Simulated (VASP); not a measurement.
# Si (Fm-3m) in VASP: further runs

The runs below take Si through single point, with PBE.

Everything below comes from runs of VASP 6.6.1. Logs are shortened: lines on timing, memory, paths and dates and some standing lists are left out, and cuts for length are marked.

### Step 1. The cell of the first run

Symmetry: Fm-3m, No. 225, cubic system. The conventional cell has a = 3.272 Å, b = 3.272 Å, c = 3.272 Å, α = 90.00°, β = 90.00°, γ = 90.00°. Within 3.1 Å of Si (site symmetry m-3m) lie 12 Si at 2.31 Å.

This isn't the form of Si at room conditions, which is diamond.

### Step 2. Single point, PBE

The input, INCAR:

```
SYSTEM = Si
ALGO = Normal ; EDIFF = 1E-6
ENCUT = 500 ; GGA = PE
GGA_COMPAT = .False. ; ISIF = 2
ISMEAR = -1 ; LASPH = .True.
LCHARG = .False. ; LREAL = .False.
LWAVE = .False. ; NBANDS = 8
NELM = 120 ; PREC = Accurate
SIGMA = 0.15
```

The input, KPOINTS:

```
k-points
0
Gamma
  15 15 15
  0 0 0
```

The input, POSCAR:

```
Si
1.0
    0.0000000000      1.6359088016      1.6359088016
    1.6359088016      0.0000000000      1.6359088016
    1.6359088016      1.6359088016      0.0000000000
Si
1
Direct
    0.0000000000      0.0000000000      0.0000000000
```

Potentials or basis: VASP PAW PBE potentials, release 64 (Si).

Command:

```bash
$ cat potpaw_PBE.64/Si/POTCAR > POTCAR
$ mpirun -np 1 vasp_std > vasp.out
```

OUTCAR:

```text
SYSTEM = Si
   EDIFF = 1E-6
   ENCUT = 500
   GGA = PE
   ISIF = 2
   ISMEAR = -1
   LASPH = .True.
   LREAL = .False.
   NELM = 120
   PREC = Accurate

 ion  position               nearest neighbor table
   1  0.000  0.000  0.000-

  LATTYP: Found a face centered cubic cell.
 ALAT       =     3.2718176032

  Lattice vectors:

 A1 = (   0.0000000000,   1.6359088016,   1.6359088016)
 A2 = (   1.6359088016,   0.0000000000,   1.6359088016)
 A3 = (   1.6359088016,   1.6359088016,   0.0000000000)

Analysis of symmetry for initial positions (statically):
=====================================================================
 Subroutine PRICEL returns:
 Original cell was already a primitive cell.

 Routine SETGRP: Setting up the symmetry group for a
 face centered cubic supercell.

 Subroutine GETGRP returns: Found 48 space group operations
 (whereof 48 operations were pure point group operations)
 out of a pool of 48 trial point group operations.

The static configuration has the point symmetry O_h .

Analysis of symmetry for dynamics (positions and initial velocities):
=====================================================================
 Subroutine PRICEL returns:
 Original cell was already a primitive cell.

 Routine SETGRP: Setting up the symmetry group for a
 face centered cubic supercell.

 Subroutine GETGRP returns: Found 48 space group operations
 (whereof 48 operations were pure point group operations)
 out of a pool of 48 trial point group operations.

The dynamic configuration has the point symmetry O_h .

 Subroutine INISYM returns: Found 48 space group operations
 (whereof 48 operations are pure point group operations),
 and found     1 'primitive' translations

----------------------------------------------------------------------------------------

                                     Primitive cell

  volume of cell :       8.7560

  direct lattice vectors                    reciprocal lattice vectors
     0.000000000  1.635908802  1.635908802    -0.305640510  0.305640510  0.305640510
     1.635908802  0.000000000  1.635908802     0.305640510 -0.305640510  0.305640510
     1.635908802  1.635908802  0.000000000     0.305640510  0.305640510 -0.305640510

  length of vectors
     2.313524414  2.313524414  2.313524414     0.529384892  0.529384892  0.529384892

  position of ions in fractional coordinates (direct lattice)
     0.000000000  0.000000000  0.000000000

  ion indices of the primitive-cell ions
   primitive index   ion index
                 1           1

----------------------------------------------------------------------------------------

 KPOINTS: k-points

Automatic generation of k-mesh.
 Grid dimensions read from file:
 generate k-points for:   15   15   15

 Generating k-lattice:

  Cartesian coordinates                     Fractional coordinates (reciprocal lattice)
    -0.020376034  0.020376034  0.020376034     0.066666667  0.000000000  0.000000000
     0.020376034 -0.020376034  0.020376034     0.000000000  0.066666667  0.000000000
     0.020376034  0.020376034 -0.020376034     0.000000000  0.000000000  0.066666667

  Length of vectors
     0.035292326  0.035292326  0.035292326

  Shift w.r.t. Gamma in fractional coordinates (k-lattice)
     0.000000000  0.000000000  0.000000000

 Subroutine IBZKPT returns following result:
 ===========================================

 Found    120 irreducible k-points:

 Following reciprocal coordinates:
            Coordinates               Weight
  0.000000  0.000000  0.000000      1.000000
  0.066667  0.000000  0.000000      8.000000
  0.133333  0.000000  0.000000      8.000000
  0.200000  0.000000  0.000000      8.000000
  0.266667  0.000000  0.000000      8.000000
  0.333333  0.000000  0.000000      8.000000
[... 16 lines left out ...]
  0.133333  0.133333  0.000000      6.000000
  0.200000  0.133333  0.000000     24.000000
 [... further k-points ...]
   k-points           NKPTS =    120   k-points in BZ     NKDIM =    120   number of bands    NBANDS=      8
   number of dos      NEDOS =    301   number of ions     NIONS =      1
   total plane-waves  NPLWV =   5832
   dimension x,y,z NGX =    18 NGY =   18 NGZ =   18
   dimension x,y,z NGXF=    36 NGYF=   36 NGZF=   36
   ions per type =               1
   NGX,Y,Z   is equivalent  to a cutoff of  12.93, 12.93, 12.93 a.u.
   NGXF,Y,Z  is equivalent  to a cutoff of  25.87, 25.87, 25.87 a.u.
 SYSTEM =  Si
   PREC   = accura    normal or accurate (medium, high low for compatibility)
   ISTART =      0    job   : 0-new  1-cont  2-samecut
   ICHARG =      2    charge: 1-file 2-atom 10-const
   ISPIN  =      1    spin polarized calculation?
   LNONCOLLINEAR =      F non collinear calculations
   LSORBIT =      F    spin-orbit coupling
   LASPH  =      T    aspherical Exc in radial PAW
   ENCUT  =  500.0 eV  36.75 Ry    6.06 a.u.   4.22  4.22  4.22*2*pi/ulx,y,z
   NELM   =    120;   NELMIN=  2; NELMDL= -5     # of ELM steps
   EDIFF  = 0.1E-05   stopping-criterion for ELM
   LREAL  =      F    real-space projection
   EDIFFG = 0.1E-04   stopping-criterion for IOM
   NSW    =      0    number of steps for IOM
   IBRION =     -1    ionic relax: 0-MD 1-quasi-New 2-CG
   NFREE  =      0    steps in history (QN), initial steepest desc. (CG)
   ISIF   =      2    stress and relaxation
   ISYM   =      2    0-nonsym 1-usesym 2-fastsym
   POTIM  = 0.5000    time-step for ionic-motion
   TEBEG  =    0.0;   TEEND  =   0.0 temperature during run
   PSTRESS=    0.0 pullay stress
   NELECT =       4.0000    total number of electrons
   NUPDOWN=      -1.0000    fix difference up-down
   EMIN   =  10.00;   EMAX   =-10.00  energy-range for DOS
   EFERMI =   0.00;   METHOD = LEGACY
   ISMEAR =    -1;   SIGMA  =   0.15  broadening in eV -4-tet -1-fermi 0-gaus
   EFERMI_NEDOS =   21; number of points for ismear=-14 and -15
   IALGO  =     38    algorithm
   IMIX   =      4    mixing-type and parameters
     AMIX     =   0.40;   BMIX     =  1.00
     AMIX_MAG =   1.60;   BMIX_MAG =  1.00
  volume/ion in A,a.u.               =       8.76        59.09
  Fermi-wavevector in a.u.,A,eV,Ry     =   1.260837  2.382637 21.629330  1.589711
  Thomas-Fermi vector in A             =   2.394327
   LORBIT       =      0    0 simple, 1 ext, 2 COOP (PROOUT), +10 PAW based schemes
   GGA     = PE    functional components
   LHFCALC =     F    Hartree Fock is set to
   AEXX    =    0.0000 exact exchange contribution
   IVDW    =     0    specifies the selected vdW correction
   LEPSILON=     F    determine dielectric tensor
   LRPA    =     F    only Hartree local field effects (RPA)
 non-spin polarized calculation
  energy-cutoff  :      500.00
  volume of cell :        8.76
 maximum number of plane-waves:       229
 NGX is ok and might be reduce to    18
   NGX =  9   NGY =  9   NGZ =  9

 number of electron       4.0000000 magnetization

 Free energy of the ion-electron system (eV)
  ---------------------------------------------------
  ext. energy  EPLUGINS =         0.00000000
  ---------------------------------------------------
  free energy    TOTEN  =        -3.49502115 eV

  energy without entropy =       -3.47228360  energy(sigma->0) =       -3.48365237

 E-fermi :  18.2581     XC(G=0): -13.3488

 val. band max:       18.2134838677   @ k =  -0.4000   0.2667   0.0000
 cond. band min:      18.2965999363   @ k =  -0.4667   0.3333   0.0667
 fundamental gap:      0.0831160686
 Fermi energy:        18.2580764816

 k-point     1 :       0.0000    0.0000    0.0000
  band No.  band energies     occupation
      1      -1.6671      2.00000
      2      32.3601      0.00000
      3      32.3601      0.00000
      4      32.3601      0.00000
      5      36.9321      0.00000
      6      36.9321      0.00000
      7      36.9321      0.00000
      8      38.9583      0.00000

 k-point     2 :       0.0667    0.0000    0.0000
  band No.  band energies     occupation
      1      -1.4870      2.00000
      2      30.0340      0.00000
      3      32.0814      0.00000
      4      32.0814      0.00000
      5      37.3603      0.00000
      6      37.4965      0.00000
      7      37.4965      0.00000
      8      40.7942      0.00000

 k-point     3 :       0.1333    0.0000    0.0000
  band No.  band energies     occupation
      1      -0.9483      2.00000
      2      26.2746      0.00000
      3      31.5203      0.00000
      4      31.5203      0.00000
      5      37.1494      0.00000
      6      38.8800      0.00000
      7      38.8800      0.00000
      8      39.8543      0.00000

 k-point     4 :       0.2000    0.0000    0.0000
  band No.  band energies     occupation
      1      -0.0553      2.00000
      2      22.4809      0.00000
      3      31.0001      0.00000
      4      31.0001      0.00000
      5      36.7854      0.00000
      6      37.8633      0.00000
      7      37.8633      0.00000
      8      40.8888      0.00000

 k-point     5 :       0.2667    0.0000    0.0000
  band No.  band energies     occupation
      1       1.1850      2.00000
      2      18.8612      0.03524
      3      30.6492      0.00000
      4      30.6492      0.00000
      5      36.1069      0.00000
      6      36.1069      0.00000
      7      36.5230      0.00000
      8      42.8368      0.00000

 k-point     6 :       0.3333    0.0000    0.0000
  band No.  band energies     occupation
      1       2.7621      2.00000
      2      15.4805      2.00000
      3      30.5044      0.00000
      4      30.5044      0.00000
      5      34.6124      0.00000
      6      34.6124      0.00000
      7      36.4725      0.00000
      8      41.2348      0.00000

 k-point     7 :       0.4000    0.0000    0.0000
  band No.  band energies     occupation
      1       4.6593      2.00000
      2      12.3753      2.00000
      3      30.5521      0.00000
      4      30.5521      0.00000
      5      33.4541      0.00000
      6      33.4541      0.00000
      7      36.6649      0.00000
      8      39.8737      0.00000

 k-point     8 :       0.4667    0.0000    0.0000
  band No.  band energies     occupation
      1       6.8073      2.00000
      2       9.6222      2.00000
      3      30.6920      0.00000
      4      30.6920      0.00000
      5      32.7550      0.00000
      6      32.7550      0.00000
      7      36.9930      0.00000
      8      38.9420      0.00000

 k-point     9 :       0.0667    0.0667    0.0000
  band No.  band energies     occupation
      1      -1.4271      2.00000
      2      30.9360      0.00000
      3      31.0868      0.00000
      4      31.0868      0.00000
      5      36.4046      0.00000
      6      38.5649      0.00000
      7      38.5649      0.00000
      8      40.1019      0.00000

 k-point    10 :       0.1333    0.0667    0.0000
  band No.  band energies     occupation
      1      -1.0080      2.00000
      2      27.5678      0.00000
      3      30.1730      0.00000
      4      31.4302      0.00000
      5      36.5340      0.00000
      6      38.0018      0.00000
      7      38.9321      0.00000
      8      40.0896      0.00000
[... 78 lines left out ...]
 k-point    18 :      -0.3333    0.0667    0.0000
  band No.  band energies     occupation
      1       3.5142      2.00000
      2      14.5464      2.00000
      3      27.6281      0.00000
      4      31.6147      0.00000
      5      33.3108      0.00000
      6      34.7119      0.00000
      7      37.8058      0.00000
      8      42.1680      0.00000

 k-point    19 :      -0.2667    0.0667    0.0000
  band No.  band energies     occupation
      1       1.8300      2.00000
      2      17.8237      1.89530
      3      27.6977      0.00000
      4      32.4086      0.00000
      5      33.9532      0.00000
      6      36.1564      0.00000
      7      37.7389      0.00000
      8      42.2791      0.00000

 k-point    20 :      -0.2000    0.0667    0.0000
  band No.  band energies     occupation
      1       0.4777      2.00000
      2      21.3355      0.00000
      3      28.0513      0.00000
      4      32.7745      0.00000
      5      35.4843      0.00000
      6      37.5978      0.00000
      7      38.1153      0.00000
      8      39.9505      0.00000

 k-point    21 :      -0.1333    0.0667    0.0000
  band No.  band energies     occupation
      1      -0.5308      2.00000
      2      24.9887      0.00000
      3      28.7106      0.00000
      4      32.9926      0.00000
      5      37.4395      0.00000
      6      38.0106      0.00000
      7      38.1432      0.00000
      8      39.7241      0.00000

 k-point    22 :      -0.0667    0.0667    0.0000
  band No.  band energies     occupation
      1      -1.1875      2.00000
      2      28.3312      0.00000
      3      29.9292      0.00000
      4      32.8351      0.00000
      5      37.2391      0.00000
      6      37.9793      0.00000
      7      38.7554      0.00000
      8      39.5874      0.00000

 k-point    23 :       0.1333    0.1333    0.0000
  band No.  band energies     occupation
      1      -0.7095      2.00000
      2      28.5122      0.00000
      3      29.0528      0.00000
      4      29.0528      0.00000
      5      34.5750      0.00000
      6      36.0918      0.00000
      7      41.6246      0.00000
      8      41.6246      0.00000

 k-point    24 :       0.2000    0.1333    0.0000
  band No.  band energies     occupation
      1      -0.0552      2.00000
      2      25.2733      0.00000
      3      28.1919      0.00000
      4      29.5040      0.00000
      5      32.9039      0.00000
      6      35.5052      0.00000
      7      42.2292      0.00000
      8      42.6501      0.00000

 [... further k-points ...]
[... 5 lines left out ...]
  --------------------------------------------------------------------------------------
  -------------------------------------------------------------------------------------
  Total        6.7941219      6.7941219      6.7941219     -0.0000000     -0.0000000      0.0000000
  in kB     1243.1875522   1243.1875522   1243.1875522     -0.0000000     -0.0000000      0.0000000
  external PRESSURE =    1243.1875522 kB  Pullay stress =       0.0000000 kB

 VOLUME and BASIS-vectors are now :
 -----------------------------------------------------------------------------
  energy-cutoff  :      500.00
  volume of cell :        8.76
      direct lattice vectors                 reciprocal lattice vectors
     0.000000000  1.635908802  1.635908802    -0.305640510  0.305640510  0.305640510
     1.635908802  0.000000000  1.635908802     0.305640510 -0.305640510  0.305640510
     1.635908802  1.635908802  0.000000000     0.305640510  0.305640510 -0.305640510

 POSITION                                       TOTAL-FORCE (eV/Angst)
 -----------------------------------------------------------------------------------
      0.00000      0.00000      0.00000         0.000000      0.000000     -0.000000
 -----------------------------------------------------------------------------------
    total drift:                                0.000000     -0.000000     -0.000000

  FREE ENERGIE OF THE ION-ELECTRON SYSTEM (eV)
  ---------------------------------------------------
  free  energy   TOTEN  =        -3.4950211464 eV

  energy  without entropy=       -3.4722835999  energy(sigma->0) =       -3.48365237
```

Wall time 5.9 s (1 thread of Intel Xeon Platinum 8259CL at 2.50GHz (Skylake/Cascade Lake), shared host); peak memory 0.12 GiB.

What came out:

- Free energy: -3.4950 eV
- Pressure: 124.3 GPa
- Band gap on the k mesh: zero (bands 2 and 3 overlap by 17.39 eV)

Levels at points of the mesh, in eV from the Fermi level:
| k point | band 1 | band 2 | band 3 | band 4 | band 5 | band 6 | band 7 |
| --- | --- | --- | --- | --- | --- | --- | --- |
| (0.00, 0.00, 0.00) | -19.93 | 14.10 | 14.10 | 14.10 | 18.67 | 18.67 | 18.67 |

Caveat: the cell stands under pressure.

### Step 3. Single point, PBE

This run uses another cell than the first one, of 9.04 Å³/atom.

The input, INCAR:

```
SYSTEM = Si
PREC = Accurate
ENCUT = 500
EDIFF = 1E-6
ISMEAR = -1
SIGMA = 0.15
LREAL = .False.
LASPH = .True.
NELM = 120
ALGO = Normal
ISIF = 2
LWAVE = .False.
LCHARG = .True.
GGA = PE
LELF = .True.
LVHAR = .True.
NBANDS = 8
GGA_COMPAT = .False.
```

The input, KPOINTS:

```
regular mesh
0
Gamma
  15 15 15
  0 0 0
```

The input, POSCAR:

```
Si
1.0
    0.0000000000      1.6531301597      1.6531301597
    1.6531301597      0.0000000000      1.6531301597
    1.6531301597      1.6531301597      0.0000000000
Si
1
Direct
    0.0000000000      0.0000000000      0.0000000000
```

Potentials or basis: VASP PAW PBE potentials, release 64 (Si).

Command:

```bash
$ cat potpaw_PBE.64/Si/POTCAR > POTCAR
$ mpirun -np 1 vasp_std > vasp.out
```

Wall time 6.2 s (1 thread of Intel Xeon Platinum 8259CL at 2.50GHz (Skylake/Cascade Lake), shared host); peak memory 0.11 GiB.

The run converged. Its results:

```
Free energy            : -3.6975 eV
Pressure               : 108.3 GPa
Band gap on the k mesh : zero (bands 2 and 3 overlap by 17.09 eV)
```

Levels at points of the mesh, in eV from the Fermi level:
```csv
k point,band 1,band 2,band 3,band 4,band 5,band 6,band 7
"(0.00, 0.00, 0.00)",-19.56,13.93,13.93,13.93,18.09,18.09,18.09
```

Caveat: the cell stands under pressure.

The gap in the log of VASP goes by the Fermi energy; the results here count the filled bands.